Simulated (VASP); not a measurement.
# FeO (Fm-3m) in VASP: a series of runs

FeO is run at these levels: LDA+U; tasks: single point.

All numbers are computed with VASP 6.6.1; they aren't measurements. Logs are shortened: lines on timing, memory, paths and dates and some standing lists are left out, and cuts for length are marked.

## (1) The cell of the first run

It takes space group Fm-3m (No. 225, cubic). The conventional cell has a = 4.311 Å, b = 4.311 Å, c = 4.311 Å, α = 90.00°, β = 90.00°, γ = 90.00°. Within 2.9 Å of Fe (site symmetry m-3m) lie 6 O at 2.16 Å. Within 2.9 Å of O (site symmetry m-3m) lie 6 Fe at 2.16 Å.

## (2) Single point, LDA+U, collinear spin, zero start

Contents of INCAR:

```
ALGO = Normal
EDIFF = 1E-6
ENCUT = 700
GGA_COMPAT = False
ISIF = 2
ISMEAR = 0
ISPIN = 2
LASPH = True
LCHARG = False
LDAU = True
LDAUJ = 0.9 0
LDAUL = 2 -1
LDAUPRINT = 1
LDAUTYPE = 1
LDAUU = 5 0
LMAXMIX = 4
LORBIT = 11
LREAL = False
LWAVE = False
MAGMOM = 0 0
NBANDS = 22
NELM = 200
PREC = Accurate
SIGMA = 0.05
```

Contents of KPOINTS:

```
k-points
0
Gamma
  8 8 8
```

Contents of POSCAR:

```
FeO
1.0
    0.0000000000      2.1554001600      2.1554001600
    2.1554001600      0.0000000000      2.1554001600
    2.1554001600      2.1554001600      0.0000000000
Fe O
1 1
Direct
    0.0000000000      0.0000000000      0.0000000000
    0.5000000000      0.5000000000      0.5000000000
```

Potentials or basis: VASP PAW LDA potentials, release 64 (Fe_sv, O).

Command:

```bash
> cat potpaw_LDA.64/Fe_sv/POTCAR potpaw_LDA.64/O/POTCAR > POTCAR
> mpirun -np 1 vasp_std > vasp.out
```

OUTCAR:

```text
EDIFF = 1E-6
   ENCUT = 700
   ISIF = 2
   ISMEAR = 0
   ISPIN = 2
   LASPH = True
   LORBIT = 11
   LREAL = False
   NELM = 200
   PREC = Accurate

 ion  position               nearest neighbor table
   1  0.000  0.000  0.000-   2 2.16   2 2.16   2 2.16   2 2.16   2 2.16   2 2.16
   2  0.500  0.500  0.500-   1 2.16   1 2.16   1 2.16   1 2.16   1 2.16   1 2.16

  LATTYP: Found a face centered cubic cell.
 ALAT       =     4.3108003200

  Lattice vectors:

 A1 = (   0.0000000000,   2.1554001600,   2.1554001600)
 A2 = (   2.1554001600,   0.0000000000,   2.1554001600)
 A3 = (   2.1554001600,   2.1554001600,   0.0000000000)

Analysis of symmetry for initial positions (statically):
=====================================================================
 Subroutine PRICEL returns:
 Original cell was already a primitive cell.

 Routine SETGRP: Setting up the symmetry group for a
 face centered cubic supercell.

 Subroutine GETGRP returns: Found 48 space group operations
 (whereof 48 operations were pure point group operations)
 out of a pool of 48 trial point group operations.

The static configuration has the point symmetry O_h .

Analysis of symmetry for dynamics (positions and initial velocities):
=====================================================================
 Subroutine PRICEL returns:
 Original cell was already a primitive cell.

 Routine SETGRP: Setting up the symmetry group for a
 face centered cubic supercell.

 Subroutine GETGRP returns: Found 48 space group operations
 (whereof 48 operations were pure point group operations)
 out of a pool of 48 trial point group operations.

The dynamic configuration has the point symmetry O_h .

Analysis of structural, dynamic, and magnetic symmetry:
=====================================================================
 Subroutine PRICEL returns:
 Original cell was already a primitive cell.

 Routine SETGRP: Setting up the symmetry group for a
 face centered cubic supercell.

 Subroutine GETGRP returns: Found 48 space group operations
 (whereof 48 operations were pure point group operations)
 out of a pool of 48 trial point group operations.

The overall configuration has the point symmetry O_h .

 Subroutine INISYM returns: Found 48 space group operations
 (whereof 48 operations are pure point group operations),
 and found     1 'primitive' translations

----------------------------------------------------------------------------------------

                                     Primitive cell

  volume of cell :      20.0269

  direct lattice vectors                    reciprocal lattice vectors
     0.000000000  2.155400160  2.155400160    -0.231975486  0.231975486  0.231975486
     2.155400160  0.000000000  2.155400160     0.231975486 -0.231975486  0.231975486
     2.155400160  2.155400160  0.000000000     0.231975486  0.231975486 -0.231975486

  length of vectors
     3.048196139  3.048196139  3.048196139     0.401793328  0.401793328  0.401793328

  position of ions in fractional coordinates (direct lattice)
     0.000000000  0.000000000  0.000000000
     0.500000000  0.500000000  0.500000000

  ion indices of the primitive-cell ions
   primitive index   ion index
                 1           1
                 2           2

----------------------------------------------------------------------------------------

 KPOINTS: k-points

Automatic generation of k-mesh.
 Grid dimensions read from file:
 generate k-points for:    8    8    8

 Generating k-lattice:

  Cartesian coordinates                     Fractional coordinates (reciprocal lattice)
    -0.028996936  0.028996936  0.028996936     0.125000000  0.000000000  0.000000000
     0.028996936 -0.028996936  0.028996936     0.000000000  0.125000000  0.000000000
     0.028996936  0.028996936 -0.028996936     0.000000000  0.000000000  0.125000000

  Length of vectors
     0.050224166  0.050224166  0.050224166

  Shift w.r.t. Gamma in fractional coordinates (k-lattice)
     0.000000000  0.000000000  0.000000000

 Subroutine IBZKPT returns following result:
 ===========================================

 Found     29 irreducible k-points:

 Following reciprocal coordinates:
            Coordinates               Weight
  0.000000  0.000000  0.000000      1.000000
  0.125000  0.000000  0.000000      8.000000
  0.250000  0.000000  0.000000      8.000000
  0.375000  0.000000  0.000000      8.000000
  0.500000  0.000000  0.000000      4.000000
  0.125000  0.125000  0.000000      6.000000
[... 16 lines left out ...]
  0.500000  0.250000  0.125000     48.000000
 -0.375000  0.250000  0.125000     24.000000
 [... further k-points ...]
   k-points           NKPTS =     29   k-points in BZ     NKDIM =     29   number of bands    NBANDS=     22
   number of dos      NEDOS =    301   number of ions     NIONS =      2
   total plane-waves  NPLWV =  21952
   dimension x,y,z NGX =    28 NGY =   28 NGZ =   28
   dimension x,y,z NGXF=    56 NGYF=   56 NGZF=   56
   ions per type =               1   1
   NGX,Y,Z   is equivalent  to a cutoff of  15.27, 15.27, 15.27 a.u.
   NGXF,Y,Z  is equivalent  to a cutoff of  30.54, 30.54, 30.54 a.u.
 SYSTEM =  unknown system
   PREC   = accura    normal or accurate (medium, high low for compatibility)
   ISTART =      0    job   : 0-new  1-cont  2-samecut
   ICHARG =      2    charge: 1-file 2-atom 10-const
   ISPIN  =      2    spin polarized calculation?
   LNONCOLLINEAR =      F non collinear calculations
   LSORBIT =      F    spin-orbit coupling
   LASPH  =      T    aspherical Exc in radial PAW
   ENCUT  =  700.0 eV  51.45 Ry    7.17 a.u.   6.58  6.58  6.58*2*pi/ulx,y,z
   NELM   =    200;   NELMIN=  2; NELMDL= -5     # of ELM steps
   EDIFF  = 0.1E-05   stopping-criterion for ELM
   LREAL  =      F    real-space projection
   EDIFFG = 0.1E-04   stopping-criterion for IOM
   NSW    =      0    number of steps for IOM
   IBRION =     -1    ionic relax: 0-MD 1-quasi-New 2-CG
   NFREE  =      0    steps in history (QN), initial steepest desc. (CG)
   ISIF   =      2    stress and relaxation
   ISYM   =      2    0-nonsym 1-usesym 2-fastsym
   POTIM  = 0.5000    time-step for ionic-motion
   TEBEG  =    0.0;   TEEND  =   0.0 temperature during run
   PSTRESS=    0.0 pullay stress
   NELECT =      22.0000    total number of electrons
   NUPDOWN=      -1.0000    fix difference up-down
   EMIN   =  10.00;   EMAX   =-10.00  energy-range for DOS
   EFERMI =   0.00;   METHOD = LEGACY
   ISMEAR =     0;   SIGMA  =   0.05  broadening in eV -4-tet -1-fermi 0-gaus
   EFERMI_NEDOS =   21; number of points for ismear=-14 and -15
   IALGO  =     38    algorithm
   IMIX   =      4    mixing-type and parameters
     AMIX     =   0.40;   BMIX     =  1.00
     AMIX_MAG =   1.60;   BMIX_MAG =  1.00
  volume/ion in A,a.u.               =      10.01        67.57
  Fermi-wavevector in a.u.,A,eV,Ry     =   1.689187  3.192101 38.822236  2.853354
  Thomas-Fermi vector in A             =   2.771359
   LORBIT       =     11    0 simple, 1 ext, 2 COOP (PROOUT), +10 PAW based schemes
 LDA+U is selected, type is set to LDAUTYPE =  1
   angular momentum for each species LDAUL =     2   -1
   U (eV)           for each species LDAUU =   5.0  0.0
   J (eV)           for each species LDAUJ =   0.9  0.0
   GGA     = CA    functional components
   LHFCALC =     F    Hartree Fock is set to
   AEXX    =    0.0000 exact exchange contribution
   IVDW    =     0    specifies the selected vdW correction
   LEPSILON=     F    determine dielectric tensor
   LRPA    =     F    only Hartree local field effects (RPA)
 spin polarized calculation
 Gauss-broadening in eV      SIGMA  =   0.05
  energy-cutoff  :      700.00
  volume of cell :       20.03
 maximum number of plane-waves:       869
 NGX is ok and might be reduce to    28
   NGX = 13   NGY = 13   NGZ = 13

 number of electron      21.9999991 magnetization      -0.0000200

atom =   1  type =  1  l = 2

 onsite density matrix

spin component  1

  0.8789  0.0000  0.0000 -0.0000  0.0000
  0.0000  0.8789 -0.0000 -0.0000 -0.0000
  0.0000 -0.0000  0.0990  0.0000 -0.0000
 -0.0000 -0.0000  0.0000  0.8789 -0.0000
  0.0000 -0.0000 -0.0000 -0.0000  0.0990

spin component  2

  0.8789  0.0000  0.0000 -0.0000  0.0000
  0.0000  0.8789 -0.0000 -0.0000 -0.0000
  0.0000 -0.0000  0.0990  0.0000 -0.0000
 -0.0000 -0.0000  0.0000  0.8789 -0.0000
  0.0000 -0.0000 -0.0000 -0.0000  0.0990

 occupancies and eigenvectors

  o =  0.0990  v =  0.0000  0.0000  0.9630 -0.0000  0.2696  0.0000  0.0000  0.0000  0.0000  0.0000      0.0000  0.0000  0.0000  0.0000  0.0000  0.0000  0.0000  0.0000  0.0000  0.0000
  o =  0.0990  v =  0.0000  0.0000  0.2696 -0.0000 -0.9630  0.0000  0.0000  0.0000  0.0000  0.0000      0.0000  0.0000  0.0000  0.0000  0.0000  0.0000  0.0000  0.0000  0.0000  0.0000
  o =  0.0990  v =  0.0000  0.0000  0.0000  0.0000  0.0000  0.0000 -0.0000  0.9925 -0.0000  0.1224      0.0000  0.0000  0.0000  0.0000  0.0000  0.0000  0.0000  0.0000  0.0000  0.0000
  o =  0.0990  v =  0.0000  0.0000  0.0000  0.0000  0.0000  0.0000 -0.0000 -0.1224  0.0000  0.9925      0.0000  0.0000  0.0000  0.0000  0.0000  0.0000  0.0000  0.0000  0.0000  0.0000
  o =  0.8789  v =  0.0000  0.0000  0.0000  0.0000  0.0000  1.0000  0.0000  0.0000  0.0000  0.0000      0.0000  0.0000  0.0000  0.0000  0.0000  0.0000  0.0000  0.0000  0.0000  0.0000
  o =  0.8789  v =  0.0000  0.0000  0.0000  0.0000  0.0000  0.0000 -0.2038 -0.0000 -0.9790  0.0000      0.0000  0.0000  0.0000  0.0000  0.0000  0.0000  0.0000  0.0000  0.0000  0.0000
  o =  0.8789  v =  0.0000  0.0000  0.0000  0.0000  0.0000  0.0000 -0.9790 -0.0000  0.2038  0.0000      0.0000  0.0000  0.0000  0.0000  0.0000  0.0000  0.0000  0.0000  0.0000  0.0000
  o =  0.8789  v =  1.0000  0.0000  0.0000  0.0000  0.0000  0.0000  0.0000  0.0000  0.0000  0.0000      0.0000  0.0000  0.0000  0.0000  0.0000  0.0000  0.0000  0.0000  0.0000  0.0000
  o =  0.8789  v =  0.0000 -0.9851  0.0000 -0.1721 -0.0000  0.0000  0.0000  0.0000  0.0000  0.0000      0.0000  0.0000  0.0000  0.0000  0.0000  0.0000  0.0000  0.0000  0.0000  0.0000
  o =  0.8789  v =  0.0000 -0.1721  0.0000  0.9851  0.0000  0.0000  0.0000  0.0000  0.0000  0.0000      0.0000  0.0000  0.0000  0.0000  0.0000  0.0000  0.0000  0.0000  0.0000  0.0000

 number of electron      21.9999991 magnetization       0.0000212

 Free energy of the ion-electron system (eV)
  ---------------------------------------------------
  ext. energy  EPLUGINS =         0.00000000
  ---------------------------------------------------
  free energy    TOTEN  =       -12.56245340 eV

  energy without entropy =      -12.56245340  energy(sigma->0) =      -12.56245340

 E-fermi :   8.0571     XC(G=0): -13.0305

 val. band max:        7.5522684484   @ k =   0.5000   0.0000   0.0000
 cond. band min:       9.0294206866   @ k =   0.0000   0.0000   0.0000
 fundamental gap:      1.4771522382
 Fermi energy:         8.0570829406

 spin component 1

 k-point     1 :       0.0000    0.0000    0.0000
  band No.  band energies     occupation
      1     -77.1718      1.00000
      2     -43.7723      1.00000
      3     -43.7722      1.00000
      4     -43.7722      1.00000
      5     -11.2321      1.00000
      6       5.3366      1.00000
[... 14 lines left out ...]
     21      30.5204      0.00000
     22      33.8541      0.00000
[... 552 lines left out ...]
  band No.  band energies     occupation
      1     -77.1644      1.00000
      2     -43.8261      1.00000
      3     -43.7962      1.00000
      4     -43.7856      1.00000
      5      -9.9914      1.00000
      6       1.3340      1.00000
[... 14 lines left out ...]
     21      35.7829      0.00000
     22      37.2418      0.00000

 [... further k-points ...]

 spin component 2

 k-point     1 :       0.0000    0.0000    0.0000
  band No.  band energies     occupation
      1     -77.1718      1.00000
      2     -43.7723      1.00000
      3     -43.7722      1.00000
      4     -43.7722      1.00000
      5     -11.2321      1.00000
      6       5.3366      1.00000
[... 14 lines left out ...]
     21      30.5204      0.00000
     22      33.8542      0.00000
[... 552 lines left out ...]
  band No.  band energies     occupation
      1     -77.1644      1.00000
      2     -43.8261      1.00000
      3     -43.7961      1.00000
      4     -43.7856      1.00000
      5      -9.9914      1.00000
      6       1.3340      1.00000
[... 14 lines left out ...]
     21      35.7829      0.00000
     22      37.2418      0.00000

 [... further k-points ...]

------------------------ aborting loop because EDIFF is reached ----------------------------------------

  FORCE on cell =-STRESS in cart. coord.  units (eV):
  Direction    XX          YY          ZZ          XY          YZ          ZX
  --------------------------------------------------------------------------------------
  -------------------------------------------------------------------------------------
  Total       -4.5789097     -4.5789097     -4.5789097     -0.0000000      0.0000000      0.0000000
  in kB     -366.3185696   -366.3185696   -366.3185696     -0.0000000      0.0000000      0.0000000
  external PRESSURE =    -366.3185696 kB  Pullay stress =       0.0000000 kB

 VOLUME and BASIS-vectors are now :
 -----------------------------------------------------------------------------
  energy-cutoff  :      700.00
  volume of cell :       20.03
      direct lattice vectors                 reciprocal lattice vectors
     0.000000000  2.155400160  2.155400160    -0.231975486  0.231975486  0.231975486
     2.155400160  0.000000000  2.155400160     0.231975486 -0.231975486  0.231975486
     2.155400160  2.155400160  0.000000000     0.231975486  0.231975486 -0.231975486

 POSITION                                       TOTAL-FORCE (eV/Angst)
 -----------------------------------------------------------------------------------
      0.00000      0.00000      0.00000        -0.000000     -0.000000      0.000000
      2.15540      2.15540      2.15540         0.000000      0.000000     -0.000000
 -----------------------------------------------------------------------------------
    total drift:                                0.000000      0.000000      0.000000

  FREE ENERGIE OF THE ION-ELECTRON SYSTEM (eV)
  ---------------------------------------------------
  free  energy   TOTEN  =       -12.5624533970 eV

  energy  without entropy=      -12.5624533970  energy(sigma->0) =      -12.56245340

 total charge

# of ion       s       p       d       tot
------------------------------------------
    1        2.094   5.987   5.641  13.721
    2        1.519   3.416   0.000   4.934
--------------------------------------------------
tot          3.612   9.402   5.641  18.655

 magnetization (x)

# of ion       s       p       d       tot
------------------------------------------
    1        0.000  -0.000   0.000   0.000
    2       -0.000  -0.000   0.000  -0.000
--------------------------------------------------
tot         -0.000  -0.000   0.000  -0.000
```

Run time: 26 s. Hardware: 1 thread of Intel Xeon Platinum 8488C (Sapphire Rapids), shared host; peak memory 0.16 GiB.

What came out:

```
Free energy                                           : -12.5625 eV
Pressure                                              : -36.6 GPa
Band gap on the k mesh                                : 1.48 eV (least direct gap 1.95 eV)
Net moment                                            : 0.00 μB per cell
Valence electrons inside the program's atomic spheres : Fe 13.72; O 4.93
```

Levels at points of the mesh, in eV from the valence-band top:
Spin up:
```tsv
k point	band 9	band 10	band 11	band 12	band 13	band 14
(0.00, 0.00, 0.00)	-1.36	-1.36	-1.36	1.48	1.48	2.24
(0.50, 0.00, 0.00)	-0.33	-0.33	0.00	3.92	3.92	6.06
(0.50, 0.50, 0.00)	-2.39	-0.15	-0.15	2.00	2.41	7.62
```
Spin down:
```csv
k point,band 7,band 8,band 9,band 10,band 11,band 12,band 13,band 14,band 15,band 16
"(0.00, 0.00, 0.00)",-2.22,-2.22,-1.36,-1.36,-1.36,1.48,1.48,2.24,17.16,18.88
"(0.50, 0.00, 0.00)",-4.06,-4.06,-0.33,-0.33,0.00,3.92,3.92,6.06,10.45,14.57
"(0.50, 0.50, 0.00)",-3.33,-3.33,-2.39,-0.15,-0.15,2.00,2.41,7.62,10.53,12.82
```

Eigenvalues of the final occupation matrices:
```
    site  spin  trace               eigenvalues
site 1 d     1   2.83  0.10 0.10 0.88 0.88 0.88
site 1 d     2   2.83  0.10 0.10 0.88 0.88 0.88
```

Caveat: the cell stands under tension; no moment was typed at the start, so none could form.

## (3) Single point, LDA+U, collinear spin, ferromagnetic start

Contents of INCAR:

```
ALGO     = Normal         # electronic algorithm
EDIFF    = 1E-6           # SCF threshold, eV
ENCUT    = 700            # plane-wave cutoff, eV
GGA_COMPAT= F            
ISIF     = 2              # what is computed and relaxed
ISMEAR   = 0              # smearing method
ISPIN    = 2              # spin polarisation
LASPH    = T              # aspherical terms in the spheres
LCHARG   = T              # write CHGCAR
LDAU     = T              # DFT+U
LDAUJ    = 0.9 0        
LDAUL    = 2 -1           # shell
LDAUPRINT= 1            
LDAUTYPE = 1            
LDAUU    = 5 0            # U, eV
LELF     = T              # ELF
LMAXMIX  = 4              # l up to which the mixer works
LORBIT   = 11             # projections on sites
LREAL    = F              # projectors in reciprocal space
LVHAR    = T            
LWAVE    = F              # write WAVECAR
MAGMOM   = 3.81 0.25      # initial moments
NBANDS   = 22             # bands
NELM     = 200            # most SCF steps
PREC     = Accurate       # precision mode
SIGMA    = 0.05           # smearing width, eV
```

KPOINTS is that of step 2.

POSCAR is that of step 2.

Potentials or basis: VASP PAW LDA potentials, release 64 (Fe_sv, O).

Command:

```bash
> cat potpaw_LDA.64/Fe_sv/POTCAR potpaw_LDA.64/O/POTCAR > POTCAR
> mpirun -np 1 vasp_std > vasp.out
```

Run time: 66 s. Hardware: 1 thread of AMD EPYC 7R43 (Zen 3), shared host; peak memory 0.13 GiB.

It converged, with:

| Property | Result |
| --- | --- |
| Free energy | -14.0541 eV |
| Pressure | -15.1 GPa |
| Band gap on the k mesh | zero (filled and empty bands overlap) |
| Net moment | 4.00 μB per cell |
| Site moments | Fe +3.62; O +0.23 μB |
| Valence electrons inside the program's atomic spheres | Fe 13.61; O 4.98 |

Levels at points of the mesh, in eV from the Fermi level:
Spin up:
| k point | band 10 | band 11 | band 12 | band 13 | band 14 | band 15 | band 16 | band 17 |
| --- | --- | --- | --- | --- | --- | --- | --- | --- |
| (0.00, 0.00, 0.00) | -5.85 | -4.22 | -4.22 | -4.22 | -0.42 | 14.56 | 15.87 | 15.87 |
| (0.50, 0.00, 0.00) | -5.14 | -4.25 | -1.66 | -1.66 | 3.40 | 7.85 | 11.72 | 11.72 |
| (0.50, 0.50, 0.00) | -5.43 | -5.00 | -4.87 | -4.87 | 4.55 | 8.13 | 9.60 | 13.97 |
Spin down:
| k point | band 7 | band 8 | band 9 | band 10 | band 11 | band 12 |
| --- | --- | --- | --- | --- | --- | --- |
| (0.00, 0.00, 0.00) | -3.77 | -3.77 | -0.79 | -0.79 | -0.79 | 0.25 |
| (0.50, 0.00, 0.00) | -5.45 | -5.45 | 0.45 | 0.45 | 0.57 | 3.35 |
| (0.50, 0.50, 0.00) | -4.97 | -4.97 | -2.30 | 0.82 | 0.82 | 1.46 |

Eigenvalues of the final occupation matrices:
```tsv
site	spin	trace	eigenvalues
site 1 d	1	4.57	0.90 0.90 0.90 0.93 0.93
site 1 d	2	0.96	0.08 0.08 0.27 0.27 0.27
```

Caveat: the cell stands under tension; a cell with one magnetic atom can't hold antiferromagnetic order, which such compounds often take. The state reached can hang on the start; a lower one may exist.

(Continued in part 2 of 2.)

The gap in the log of VASP goes by the Fermi energy; the results here count the filled bands.